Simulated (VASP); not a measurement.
A run of VASP 6.6.1 is set up as follows.

INCAR

```
ALGO = Normal
EDIFF = 1E-6
ENCUT = 520
GGA = PS
ISIF = 2
ISMEAR = 0
LASPH = T
LCHARG = F
LREAL = F
LWAVE = F
NBANDS = 21
NELM = 60
PREC = Accurate
SIGMA = 0.15
```

File KPOINTS:

```
k-points
0
Gamma
  20 20 20
```

The input POSCAR:

```
Ge
1.0
   -2.4940369153      2.4940369153      1.3974126432
    2.4940369153     -2.4940369153      1.3974126432
    2.6549425227      2.6549425227     -1.3974126432
Ge
2
Direct
    0.2500000000      0.7500000000      0.5000000000
    0.5000000000      0.5000000000      0.0000000000
```

Potentials or basis: VASP PAW PBE potentials, release 64 (Ge_d).

Run with:

```sh
$ cat potpaw_PBE.64/Ge_d/POTCAR > POTCAR
$ mpirun -np 1 vasp_std > vasp.out
```

Question: What does it give for the band gap on the k mesh?

Answer: Zero (bands 14 and 15 overlap by 5.44 eV).

Question: Predict the pressure.

Answer: -0.6 GPa.

Stress tensor (GPa, compression positive):
```
-0.78 -3.02  0.00
-3.02 -0.78  0.00
 0.00  0.00 -0.23
```

Caveat: the cell differs from its parent crystal (strain +0.0625 x Voigt [0, 0, 0, 0, 0, 1]); the PAW data sets were made with another functional, which shifts forces and pressure a little.
